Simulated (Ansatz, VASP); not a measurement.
KCl in VASP and in Ansatz

```
K Cl
1.0
     3.88589    0.00000    0.00000
     0.00000    3.88589    0.00000
     0.00000    0.00000    3.88589
K Cl
1 1
Direct
  0.00000 0.00000 0.00000
  0.50000 0.50000 0.50000
```

Alike in both runs: task single point; functional PBE; k mesh 8 × 8 × 8; occupations gaussian, width 0.05 eV; no spin polarisation.

```csv
,VASP,Ansatz
version,VASP 6.6.1,Ansatz 0.2.0
potentials or method,"VASP PAW PBE potentials, release 64 (K_sv, Cl), cutoff 520 eV","scalar-relativistic, plane waves, PAW"
valence electrons in the cell,16,16
```

|  | VASP | Ansatz | Ansatz less VASP |
| --- | --- | --- | --- |
| gap on the k mesh at the Fermi level (eV) | 4.65 | 4.65 | +0.001 |
| least direct gap on the mesh (eV) | 4.85 | 4.85 | 0.000 |
| pressure (GPa) | -0.7 | -0.7 | 0.00 |
